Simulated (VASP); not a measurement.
A run of VASP 6.6.1:

Contents of POSCAR:

```
CuI
1.0
    0.0000000000      3.0120291186      3.1373295300
    3.0120291186      0.0000000000      3.1373295300
    3.0120291186      3.0120291186      0.0000000000
Cu I
1 1
Direct
    0.0000000000      0.0000000000      0.0000000000
    0.2500000000      0.2500000000      0.2500000000
```

Contents of INCAR.step1:

```
PREC = Accurate
ENCUT = 520
EDIFF = 1E-5
ISMEAR = 0
SIGMA = 0.01
LREAL = False
LASPH = True
NELM = 60
ALGO = Normal
ISIF = 2
LWAVE = True
LCHARG = False
GGA = PE
NBANDS = 16
KPAR = 2
```

INCAR.step2

```
PREC = Accurate
ENCUT = 520
EDIFF = 1E-6
ISMEAR = 0
SIGMA = 0.01
LREAL = False
LASPH = True
NELM = 60
ALGO = Normal
ISIF = 2
LWAVE = False
LCHARG = False
GGA = PE
LHFCALC = True
HFSCREEN = 0.2079
PRECFOCK = Normal
ISTART = 1
NBANDS = 16
KPAR = 2
```

KPOINTS

```
Automatic mesh
0
Gamma
  6 6 6
```

Potentials or basis: VASP PAW PBE potentials, release 64 (Cu, I).

Run with:

```sh
$ cat potpaw_PBE.64/Cu/POTCAR potpaw_PBE.64/I/POTCAR > POTCAR
$ cp INCAR.step1 INCAR
$ mpirun -np 2 vasp_std > vasp.out
$ cp INCAR.step2 INCAR
$ mpirun -np 2 vasp_std > vasp.out
```

Hardware: 2 MPI ranks on Intel(R) Xeon(R) Platinum 8259CL CPU @ 2.50GHz (Skylake/Cascade Lake), with other jobs on the host.

Estimate the wall time of this run.

Wall time 71 min on 2 MPI ranks on Intel(R) Xeon(R) Platinum 8259CL CPU @ 2.50GHz (Skylake/Cascade Lake), on a shared host, peak memory 0.32 GiB a rank. Counts: k points 30.
